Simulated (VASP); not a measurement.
Crystal: TaN.

```
Ta N
1.0
     2.94993    0.00000    0.00000
    -1.47496    2.55471    0.00000
     0.00000    0.00000    2.89824
Ta N
1 1
Direct
  0.33333 0.66667 0.50000
  0.00000 0.00000 0.00000
```

```yaml
Program: VASP 6.6.1
Task: relaxation of cell and atoms
Functional: LDA
Potentials_or_basis: VASP PAW LDA potentials, release 64 (Ta_pv, N)
Cutoff: 600 eV
k_mesh: 12 × 12 × 8
Occupations: fermi-dirac, width 0.02 eV
Spin: no spin polarisation
```

At the start: pressure -14.3 GPa; volume 10.92 Å³/atom.

Task: How do energy, volume and symmetry change on relaxing?

Result: Over 10 steps the energy falls by 20.2 meV/atom and the volume is 10.48 Å³/atom (-4.0 %); space group P-6m2 (No. 187, to 0.1 Å) before and after.

The path:
```csv
step,energy change (eV),largest force (eV/Å),pressure (GPa),volume (Å³)
1,0.0000,0.0000,-14.28,21.84
2,0.2546,0.0000,49.67,18.91
3,-0.0404,0.0000,-0.68,21.01
4,-0.0404,0.0000,-0.12,20.98
5,-0.0404,0.0000,0.18,20.96
6,-0.0404,0.0000,-0.42,20.99
7,-0.0405,0.0000,-0.10,20.97
8,-0.0405,0.0000,-0.10,20.97
9,-0.0405,0.0000,0.12,20.96
10,-0.0405,0.0000,0.01,20.97
```

Final structure:
```
Ta N
1.0
     2.91123    0.00000    0.00000
    -1.45561    2.52119    0.00000
     0.00000    0.00000    2.85681
Ta N
1 1
Direct
  0.33333 0.66667 0.50000
  0.00000 0.00000 0.00000
```
